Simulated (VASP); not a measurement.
# LiNbO3 (R3c) in VASP: a series of runs

LiNbO3 is run at these levels: PBE; tasks: single point.

All numbers are computed with VASP 6.6.1; they aren't measurements. Logs are shortened: lines on timing, memory, paths and dates and some standing lists are left out, and cuts for length are marked.

## (1) The cell of the first run

It takes space group R3c (No. 161, trigonal). The conventional cell has a = 5.301 Å, b = 5.301 Å, c = 13.864 Å, α = 90.00°, β = 90.00°, γ = 120.00°. Within 2.8 Å of Li (site symmetry 3) lie 6 O at 2.12 to 2.28 Å. Within 2.5 Å of Nb (site symmetry 3) lie 6 O at 1.91 to 2.17 Å. O (site symmetry 1) has 2 Nb at 1.91 to 2.17 Å and 2 Li at 2.12 to 2.28 Å within 2.5 Å.

## (2) Single point, PBE (11.25 Å³/atom)

File INCAR:

```
SYSTEM = LiNbO3
PREC = Accurate
ENCUT = 520
EDIFF = 1E-6
ISMEAR = 0
SIGMA = 0.05
LREAL = .False.
LASPH = .True.
NELM = 60
ALGO = Normal
ISIF = 2
LWAVE = .False.
LCHARG = .False.
GGA = PE
NBANDS = 45
```

File KPOINTS:

```
Automatic mesh
0
Gamma
  6 6 6
  0 0 0
```

File POSCAR:

```
LiNbO3
1.0
    2.6505658963      1.5303049338      4.6213499924
   -2.6505658963      1.5303049338      4.6213499924
    0.0000000000     -3.0606098675      4.6213499924
Li Nb O
2 2 6
Direct
    0.2815913687      0.2815913687      0.2815913687
    0.7815913687      0.7815913687      0.7815913687
    0.0004900497      0.0004900497      0.0004900497
    0.5004900497      0.5004900497      0.5004900497
    0.1104619503      0.3580262714      0.7211003599
    0.7211003599      0.1104619503      0.3580262714
    0.3580262714      0.7211003599      0.1104619503
    0.2211003599      0.8580262714      0.6104619503
    0.8580262714      0.6104619503      0.2211003599
    0.6104619503      0.2211003599      0.8580262714
```

Potentials or basis: VASP PAW PBE potentials, release 64 (Li_sv, Nb_sv, O).

Launch:

```console
$ cat potpaw_PBE.64/Li_sv/POTCAR potpaw_PBE.64/Nb_sv/POTCAR potpaw_PBE.64/O/POTCAR > POTCAR
$ mpirun -np 1 vasp_std > vasp.out
```

OUTCAR:

```text
SYSTEM = LiNbO3
   PREC = Accurate
   ENCUT = 520
   EDIFF = 1E-6
   ISMEAR = 0
   LREAL = .False.
   LASPH = .True.
   NELM = 60
   ISIF = 2
   GGA = PE

 ion  position               nearest neighbor table
   1  0.282  0.282  0.282-   9 2.12  10 2.12   8 2.12   6 2.28   5 2.28   7 2.28
   2  0.782  0.782  0.782-   5 2.12   6 2.12   7 2.12  10 2.28   9 2.28   8 2.28
   3  0.000  0.000  0.000-   7 1.91   6 1.91   5 1.91  10 2.17   8 2.17   9 2.17
   4  0.500  0.500  0.500-   8 1.91  10 1.91   9 1.91   6 2.17   7 2.17   5 2.17
   5  0.110  0.358  0.721-   3 1.91   2 2.12   4 2.17   1 2.28
   6  0.721  0.110  0.358-   3 1.91   2 2.12   4 2.17   1 2.28
   7  0.358  0.721  0.110-   3 1.91   2 2.12   4 2.17   1 2.28
   8  0.221  0.858  0.610-   4 1.91   1 2.12   3 2.17   2 2.28
   9  0.858  0.610  0.221-   4 1.91   1 2.12   3 2.17   2 2.28
  10  0.610  0.221  0.858-   4 1.91   1 2.12   3 2.17   2 2.28

  LATTYP: Found a trigonal (rhomboedric) cell.
 ALAT       =     5.5429422253
 COS(alpha) =     0.5426733569

  Lattice vectors:

 A1 = (   2.6505658963,   1.5303049338,   4.6213499924)
 A2 = (  -2.6505658963,   1.5303049338,   4.6213499924)
 A3 = (   0.0000000000,  -3.0606098675,   4.6213499924)

Analysis of symmetry for initial positions (statically):
=====================================================================
 Subroutine PRICEL returns:
 Original cell was already a primitive cell.

 Routine SETGRP: Setting up the symmetry group for a
 trigonal (rhombohedral) supercell.

 Subroutine GETGRP returns: Found  6 space group operations
 (whereof  3 operations were pure point group operations)
 out of a pool of 12 trial point group operations.

The static configuration has the point symmetry C_3 .
 The point group associated with its full space group is C_3v.

Analysis of symmetry for dynamics (positions and initial velocities):
=====================================================================
 Subroutine PRICEL returns:
 Original cell was already a primitive cell.

 Routine SETGRP: Setting up the symmetry group for a
 trigonal (rhombohedral) supercell.

 Subroutine GETGRP returns: Found  6 space group operations
 (whereof  3 operations were pure point group operations)
 out of a pool of 12 trial point group operations.

The dynamic configuration has the point symmetry C_3 .
 The point group associated with its full space group is C_3v.

 Subroutine INISYM returns: Found  6 space group operations
 (whereof  3 operations are pure point group operations),
 and found     1 'primitive' translations

----------------------------------------------------------------------------------------

                                     Primitive cell

  volume of cell :     112.4700

  direct lattice vectors                    reciprocal lattice vectors
     2.650565896  1.530304934  4.621349992     0.188638962  0.108910756  0.072128996
    -2.650565896  1.530304934  4.621349992    -0.188638962  0.108910756  0.072128996
     0.000000000 -3.060609868  4.621349992     0.000000000 -0.217821511  0.072128996

  length of vectors
     5.542942225  5.542942225  5.542942225     0.229453269  0.229453269  0.229453269

  position of ions in fractional coordinates (direct lattice)
     0.281591369  0.281591369  0.281591369
     0.781591369  0.781591369  0.781591369
     0.000490050  0.000490050  0.000490050
     0.500490050  0.500490050  0.500490050
     0.110461950  0.358026271  0.721100360
     0.721100360  0.110461950  0.358026271
     0.358026271  0.721100360  0.110461950
     0.221100360  0.858026271  0.610461950
     0.858026271  0.610461950  0.221100360
     0.610461950  0.221100360  0.858026271

  ion indices of the primitive-cell ions
   primitive index   ion index
                 1           1
                 2           2
                 3           3
                 4           4
                 5           5
                 6           6
                 7           7
                 8           8
                 9           9
                10          10

----------------------------------------------------------------------------------------

 KPOINTS: Automatic mesh

Automatic generation of k-mesh.
 Grid dimensions read from file:
 generate k-points for:    6    6    6

 Generating k-lattice:

  Cartesian coordinates                     Fractional coordinates (reciprocal lattice)
     0.031439827  0.018151793  0.012021499     0.166666667  0.000000000  0.000000000
    -0.031439827  0.018151793  0.012021499     0.000000000  0.166666667  0.000000000
     0.000000000 -0.036303585  0.012021499     0.000000000  0.000000000  0.166666667

  Length of vectors
     0.038242212  0.038242212  0.038242212

  Shift w.r.t. Gamma in fractional coordinates (k-lattice)
     0.000000000  0.000000000  0.000000000

 Subroutine IBZKPT returns following result:
 ===========================================

 Found     32 irreducible k-points:

 Following reciprocal coordinates:
            Coordinates               Weight
  0.000000  0.000000  0.000000      1.000000
  0.166667 -0.000000  0.000000      6.000000
  0.333333 -0.000000  0.000000      6.000000
  0.500000 -0.000000  0.000000      3.000000
  0.166667  0.166667  0.000000      6.000000
  0.333333  0.166667  0.000000     12.000000
[... 16 lines left out ...]
  0.500000  0.500000  0.166667      6.000000
 -0.333333  0.500000  0.166667     12.000000
 [... further k-points ...]
   k-points           NKPTS =     32   k-points in BZ     NKDIM =     32   number of bands    NBANDS=     45
   number of dos      NEDOS =    301   number of ions     NIONS =     10
   total plane-waves  NPLWV =  74088
   dimension x,y,z NGX =    42 NGY =   42 NGZ =   42
   dimension x,y,z NGXF=    84 NGYF=   84 NGZF=   84
   ions per type =               2   2   6
   NGX,Y,Z   is equivalent  to a cutoff of  12.60, 12.60, 12.60 a.u.
   NGXF,Y,Z  is equivalent  to a cutoff of  25.19, 25.19, 25.19 a.u.
 SYSTEM =  LiNbO3
   PREC   = accura    normal or accurate (medium, high low for compatibility)
   ISTART =      0    job   : 0-new  1-cont  2-samecut
   ICHARG =      2    charge: 1-file 2-atom 10-const
   ISPIN  =      1    spin polarized calculation?
   LNONCOLLINEAR =      F non collinear calculations
   LSORBIT =      F    spin-orbit coupling
   LASPH  =      T    aspherical Exc in radial PAW
   ENCUT  =  520.0 eV  38.22 Ry    6.18 a.u.  10.31 10.31 10.31*2*pi/ulx,y,z
   NELM   =     60;   NELMIN=  2; NELMDL= -5     # of ELM steps
   EDIFF  = 0.1E-05   stopping-criterion for ELM
   LREAL  =      F    real-space projection
   EDIFFG = 0.1E-04   stopping-criterion for IOM
   NSW    =      0    number of steps for IOM
   IBRION =     -1    ionic relax: 0-MD 1-quasi-New 2-CG
   NFREE  =      0    steps in history (QN), initial steepest desc. (CG)
   ISIF   =      2    stress and relaxation
   ISYM   =      2    0-nonsym 1-usesym 2-fastsym
   POTIM  = 0.5000    time-step for ionic-motion
   TEBEG  =    0.0;   TEEND  =   0.0 temperature during run
   PSTRESS=    0.0 pullay stress
   NELECT =      68.0000    total number of electrons
   NUPDOWN=      -1.0000    fix difference up-down
   EMIN   =  10.00;   EMAX   =-10.00  energy-range for DOS
   EFERMI =   0.00;   METHOD = LEGACY
   ISMEAR =     0;   SIGMA  =   0.05  broadening in eV -4-tet -1-fermi 0-gaus
   EFERMI_NEDOS =   21; number of points for ismear=-14 and -15
   IALGO  =     38    algorithm
   IMIX   =      4    mixing-type and parameters
     AMIX     =   0.40;   BMIX     =  1.00
     AMIX_MAG =   1.60;   BMIX_MAG =  1.00
  volume/ion in A,a.u.               =      11.25        75.90
  Fermi-wavevector in a.u.,A,eV,Ry     =   1.384306  2.615960 26.072903  1.916304
  Thomas-Fermi vector in A             =   2.508823
   LORBIT       =      0    0 simple, 1 ext, 2 COOP (PROOUT), +10 PAW based schemes
   GGA     = PE    functional components
   LHFCALC =     F    Hartree Fock is set to
   AEXX    =    0.0000 exact exchange contribution
   IVDW    =     0    specifies the selected vdW correction
   LEPSILON=     F    determine dielectric tensor
   LRPA    =     F    only Hartree local field effects (RPA)
 non-spin polarized calculation
 Gauss-broadening in eV      SIGMA  =   0.05
  energy-cutoff  :      520.00
  volume of cell :      112.47
 maximum number of plane-waves:      3054
 NGX is ok and might be reduce to    42
   NGX = 21   NGY = 21   NGZ = 21

 number of electron      68.0000007 magnetization

 Free energy of the ion-electron system (eV)
  ---------------------------------------------------
  ext. energy  EPLUGINS =         0.00000000
  ---------------------------------------------------
  free energy    TOTEN  =       -79.92303970 eV

  energy without entropy =      -79.92303970  energy(sigma->0) =      -79.92303970

 E-fermi :   3.3749     XC(G=0): -10.5156

 val. band max:        3.0550773303   @ k =   0.1667   0.1667   0.1667
 cond. band min:       6.4323036628   @ k =   0.5000   0.3333   0.0000
 fundamental gap:      3.3772263325
 Fermi energy:         3.3748528705

 k-point     1 :       0.0000    0.0000    0.0000
  band No.  band energies     occupation
      1     -51.3448      2.00000
      2     -51.3336      2.00000
      3     -39.7002      2.00000
      4     -39.6983      2.00000
      5     -27.5470      2.00000
      6     -27.5470      2.00000
[... 37 lines left out ...]
     44      12.3944      0.00000
     45      12.3973      0.00000

 k-point     2 :       0.1667   -0.0000    0.0000
  band No.  band energies     occupation
      1     -51.3441      2.00000
      2     -51.3343      2.00000
      3     -39.7001      2.00000
      4     -39.6984      2.00000
      5     -27.5398      2.00000
      6     -27.5388      2.00000
[... 1048 lines left out ...]
 k-point    24 :      -0.3333    0.5000    0.1667
  band No.  band energies     occupation
      1     -51.3401      2.00000
      2     -51.3382      2.00000
      3     -39.6995      2.00000
      4     -39.6991      2.00000
      5     -27.5485      2.00000
      6     -27.5473      2.00000
[... 37 lines left out ...]
     44      12.0387      0.00000
     45      13.0881      0.00000

 [... further k-points ...]

------------------------ aborting loop because EDIFF is reached ----------------------------------------

  FORCE on cell =-STRESS in cart. coord.  units (eV):
  Direction    XX          YY          ZZ          XY          YZ          ZX
  --------------------------------------------------------------------------------------
  -------------------------------------------------------------------------------------
  Total       -6.1735180     -6.1735180     -1.8898743      0.0000000     -0.0000000      0.0000000
  in kB      -87.9440787    -87.9440787    -26.9219685      0.0000000     -0.0000000      0.0000000
  external PRESSURE =     -67.6033753 kB  Pullay stress =       0.0000000 kB

 VOLUME and BASIS-vectors are now :
 -----------------------------------------------------------------------------
  energy-cutoff  :      520.00
  volume of cell :      112.47
      direct lattice vectors                 reciprocal lattice vectors
     2.650565896  1.530304934  4.621349992     0.188638962  0.108910756  0.072128996
    -2.650565896  1.530304934  4.621349992    -0.188638962  0.108910756  0.072128996
     0.000000000 -3.060609868  4.621349992     0.000000000 -0.217821511  0.072128996

 POSITION                                       TOTAL-FORCE (eV/Angst)
 -----------------------------------------------------------------------------------
      0.00000      0.00000      3.90400         0.000000     -0.000000     -0.038229
      0.00000      0.00000     10.83602         0.000000     -0.000000     -0.038229
      0.00000      0.00000      0.00679         0.000000      0.000000      0.323244
      0.00000      0.00000      6.93882         0.000000      0.000000      0.323244
     -0.65619     -1.49008      5.49751         0.352861     -0.323117     -0.095005
      1.61854      0.17677      5.49751         0.103397      0.467145     -0.095005
     -0.96235      1.31331      5.49751        -0.456258     -0.144028     -0.095005
     -1.68821     -0.21699      7.80818         0.456258     -0.144028     -0.095005
      0.65619      1.57053      7.80818        -0.352861     -0.323117     -0.095005
      1.03203     -1.35354      7.80818        -0.103397      0.467145     -0.095005
 -----------------------------------------------------------------------------------
    total drift:                               -0.000000     -0.000001     -0.000227

  FREE ENERGIE OF THE ION-ELECTRON SYSTEM (eV)
  ---------------------------------------------------
  free  energy   TOTEN  =       -79.9230396989 eV

  energy  without entropy=      -79.9230396989  energy(sigma->0) =      -79.92303970
```

Run time: 3.2 min. Hardware: 1 thread of Intel Xeon Platinum 8488C (Sapphire Rapids), shared host; peak memory 0.31 GiB.

What came out:

* Free energy: -79.9230 eV
* Largest force: 0.488 eV/Å
* Band gap on the k mesh: 3.38 eV (least direct gap 3.43 eV)

Forces in eV/Å, atoms in the order of the input:
```
Li   0.000  0.000 -0.038
Li   0.000  0.000 -0.038
Nb   0.000  0.000  0.323
Nb   0.000  0.000  0.323
O    0.353 -0.323 -0.095
O    0.103  0.467 -0.095
O   -0.456 -0.144 -0.095
O    0.456 -0.144 -0.095
O   -0.353 -0.323 -0.095
O   -0.103  0.467 -0.095
```

Caveat: the cutoff is under 1.25 times the usual one of these potentials, so pressure, stress and relaxed cells hold a basis-set (Pulay) error. A k mesh can miss the band edges.

## (3) Single point, PBE (11.25 Å³/atom)

File INCAR:

```
SYSTEM = LiNbO3
ALGO = Normal
EDIFF = 1E-6
ENCUT = 520
GGA = PE
ISIF = 2
ISMEAR = 0
LASPH = .True.
LCHARG = .False.
LREAL = .False.
LWAVE = .False.
NBANDS = 45
NELM = 60
PREC = Accurate
SIGMA = 0.05
```

File KPOINTS:

```
k-points
0
Gamma
  6 6 6
  0 0 0
```

POSCAR, as its differences from that of step 2:

```diff
@@ -2,5 +2,5 @@
 1.0
-    2.6505658963      1.5303049338      4.6213499924
-   -2.6505658963      1.5303049338      4.6213499924
-    0.0000000000     -3.0606098675      4.6213499924
+    2.5945112656      1.4979417776      4.8231964428
+   -2.5945112656      1.4979417776      4.8231964428
+    0.0000000000     -2.9958835552      4.8231964428
 Li Nb O
```

Potentials or basis: VASP PAW PBE potentials, release 64 (Li_sv, Nb_sv, O).

Launch:

```console
$ cat potpaw_PBE.64/Li_sv/POTCAR potpaw_PBE.64/Nb_sv/POTCAR potpaw_PBE.64/O/POTCAR > POTCAR
$ mpirun -np 1 vasp_std > vasp.out
```

Run time: 3.1 min. Hardware: 1 thread of Intel Xeon Platinum 8488C (Sapphire Rapids), shared host; peak memory 0.32 GiB.

The run converged. Its results:

| Property | Result |
| --- | --- |
| Free energy | -79.9511 eV |
| Largest force | 0.320 eV/Å |
| Band gap on the k mesh | 3.42 eV (least direct gap 3.43 eV) |

Forces in eV/Å, atoms in the order of the input:
```
Li   0.000  0.000  0.033
Li   0.000  0.000  0.033
Nb   0.000  0.000  0.284
Nb   0.000  0.000  0.284
O    0.166 -0.253 -0.106
O    0.136  0.270 -0.106
O   -0.302 -0.017 -0.106
O    0.302 -0.017 -0.106
O   -0.166 -0.253 -0.106
O   -0.136  0.270 -0.106
```

Levels at points of the mesh, in eV from the valence-band top:
```csv
k point,band 30,band 31,band 32,band 33,band 34,band 35,band 36,band 37,band 38,band 39
"(0.00, 0.00, 0.00)",-0.69,-0.69,-0.55,0.00,0.00,3.43,3.43,3.97,4.86,4.86
"(0.50, 0.00, 0.00)",-0.50,-0.35,-0.35,-0.24,-0.24,3.67,3.67,4.46,4.46,4.64
"(0.50, 0.50, 0.00)",-1.06,-0.70,-0.70,-0.51,-0.19,3.52,3.93,4.31,4.42,4.93
"(0.50, 0.50, 0.50)",-0.64,-0.29,-0.29,-0.29,-0.29,4.43,4.43,4.55,4.55,4.55
```

Caveat: the cutoff is under 1.25 times the usual one of these potentials, so pressure, stress and relaxed cells hold a basis-set (Pulay) error. A hybrid or GW would open this gap; PBE tends to underestimate it.

## (4) Single point, PBE (11.25 Å³/atom)

File INCAR:

```
PREC = Accurate ; ENCUT = 520
EDIFF = 1E-7 ; ISMEAR = 0
SIGMA = 0.05 ; LREAL = False
LASPH = True ; NELM = 100
ALGO = Normal ; ISIF = 2
LWAVE = False ; LCHARG = True
GGA = PE ; LELF = True
LVHAR = True ; NBANDS = 45
```

File KPOINTS:

```
Automatic mesh
0
Gamma
  6 6 6
```

POSCAR, as its differences from that of step 3:

```diff
@@ -2,5 +2,5 @@
 1.0
-    2.5945112656      1.4979417776      4.8231964428
-   -2.5945112656      1.4979417776      4.8231964428
-    0.0000000000     -2.9958835552      4.8231964428
+    2.6790728730      1.5467634444      4.5235252436
+   -2.6790728730      1.5467634444      4.5235252436
+    0.0000000000     -3.0935268888      4.5235252436
 Li Nb O
```

Launch:

```console
$ cat potpaw_PBE.64/Li_sv/POTCAR potpaw_PBE.64/Nb_sv/POTCAR potpaw_PBE.64/O/POTCAR > POTCAR
$ mpirun -np 1 vasp_std > vasp.out
```

It took 3.3 min on 1 thread of Intel Xeon Platinum 8488C (Sapphire Rapids), shared host; peak memory 0.32 GiB.

The run converged. Its results:

- Free energy: -79.7926 eV
- Largest force: 0.581 eV/Å
- Band gap on the k mesh: 3.32 eV (least direct gap 3.40 eV)

Forces on the atoms (eV/Å):
```
Li   0.000  0.000 -0.094
Li   0.000  0.000 -0.094
Nb   0.000  0.000  0.379
Nb   0.000  0.000  0.379
O    0.448 -0.358 -0.095
O    0.086  0.567 -0.095
O   -0.534 -0.209 -0.095
O    0.534 -0.209 -0.095
O   -0.448 -0.358 -0.095
O   -0.086  0.567 -0.095
```

Levels at points of the mesh, in eV from the valence-band top:
| k point | band 32 | band 33 | band 34 | band 35 | band 36 | band 37 |
| --- | --- | --- | --- | --- | --- | --- |
| (0.00, 0.00, 0.00) | -0.38 | -0.02 | -0.02 | 3.39 | 3.39 | 3.61 |
| (0.50, 0.00, 0.00) | -0.24 | -0.14 | -0.14 | 3.61 | 3.61 | 4.35 |
| (0.50, 0.50, 0.00) | -0.52 | -0.49 | -0.20 | 3.41 | 3.84 | 4.25 |
| (0.50, 0.50, 0.50) | -0.35 | -0.35 | -0.35 | 4.14 | 4.14 | 4.48 |

Caveat: the cutoff is under 1.25 times the usual one of these potentials, so pressure, stress and relaxed cells hold a basis-set (Pulay) error.

(Continued in part 2 of 2.)
